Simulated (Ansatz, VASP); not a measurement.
**CdGeTe4Br2: VASP beside Ansatz**

File INCAR:

```
ALGO = Normal ; EDIFF = 1E-6
ENCUT = 520 ; GGA = PE
ISIF = 2 ; ISMEAR = -1
LASPH = True ; LCHARG = False
LREAL = False ; LWAVE = False
NBANDS = 42 ; NELM = 60
PREC = Accurate ; SIGMA = 0.0487
```

The input KPOINTS:

```
k-points
0
Gamma
  6 6 6
```

File POSCAR:

```
CdGeTe4Br2
1.0
   -4.2003200000      4.2003200000      3.5464080000
    4.2003200000     -4.2003200000      3.5464080000
    4.2003200000      4.2003200000     -3.5464080000
Br Cd Ge Te
2 1 1 4
Direct
    0.5000000000      0.0000000000      0.5000000000
    0.0000000000      0.5000000000      0.5000000000
    0.5000000000      0.5000000000      0.0000000000
    0.0000000000      0.0000000000      0.0000000000
    0.9497200000      0.9497200000      0.3498800000
    0.0502800000      0.4001600000      0.0000000000
    0.5998400000      0.5998400000      0.6501200000
    0.4001600000      0.0502800000      0.0000000000
```

Input for Ansatz:

```yaml
crystal:
  lattice:
    - [-4.20032, 4.20032, 3.546408]
    - [4.20032, -4.20032, 3.546408]
    - [4.20032, 4.20032, -3.546408]
  atoms:
    - { symbol: Br, position: [0.5, 0.0, 0.5] }
    - { symbol: Br, position: [0.0, 0.5, 0.5] }
    - { symbol: Cd, position: [0.5, 0.5, 0.0] }
    - { symbol: Ge, position: [0.0, 0.0, 0.0] }
    - { symbol: Te, position: [0.94972, 0.94972, 0.34988] }
    - { symbol: Te, position: [0.05028, 0.40016, 0.0] }
    - { symbol: Te, position: [0.59984, 0.59984, 0.65012] }
    - { symbol: Te, position: [0.40016, 0.05028, 0.0] }
  symmetry: { tolerance: 0.0003 }
kpoints:
  mp_grid: { grid: [6, 6, 6], shift: [0, 0, 0] }
  band_path:
    path:
      - [0.0, 0.0, 0.0]
      - [0.0, 0.0, 0.5]
      - [-0.5, 0.5, 0.5]
      - [0.0, 0.0, 0.0]
      - [0.42821844, 0.42821844, -0.42821844]
      - [-0.42821844, 0.57178156, 0.42821844]
      - [-0.5, 0.5, 0.5]
      - [0.0, 0.0, 0.5]
      - [0.25, 0.25, 0.25]
      - [0.0, 0.5, 0.0]
      - [0.0, 0.0, 0.0]
    npoints: 6
magnetization:
  spin_polarized: false
scf:
  occupations: { method: fermi_dirac, width: 0.0487 }
  lower_state_search: "off"
  max_iter: 200
hamiltonian:
  pseudopotentials: { kind: paw }
  xc: pbe
basis:
  ecutwfc: 420
  fft_grid_basis: typed
output:
  forces: true
  stress: true
  eigenvalues: true
  bader: true
  populations: true
  elf: true
  write_potential: true
  volumetric_format: npy
  dos:
    e_range: [-12, 8]
    de: 0.05
    projected: { site_lists: { Br: [Br], Cd: [Cd], Ge: [Ge], Te: [Te] } }
checkpoint:
  read: saved_state
```

Alike in both runs: task single point; functional PBE; k mesh 6 × 6 × 6; occupations fermi-dirac, width 0.0487 eV; no spin polarisation.

```csv
,VASP,Ansatz
version,VASP 6.6.1,Ansatz 0.2.0
potentials or method,"VASP PAW PBE potentials, release 64 (Br, Cd, Ge_d, Te), cutoff 520 eV",PAW plane waves
valence electrons in the cell,64,112
```

VASP gave:

* pressure (GPa): 0.1
* traceless stress, the component that is largest in VASP (GPa): 1.45
* rms of the force components (eV/Å): 0.112

Task: Estimate Ansatz's values.

Result: Pressure (GPa): 0.0; traceless stress, the component that is largest in VASP (GPa): 1.44; rms of the force components (eV/Å): 0.103.

Atom by atom the forces differ by 0.009 eV/Å (rms over components). With one functional, cell and mesh, what is left measures potentials, basis and numerics. VASP's potentials hold 64 valence electrons a cell and Ansatz's 112, so a difference there can come from the potentials and not from the codes.

Neither program's run includes spin-orbit coupling.
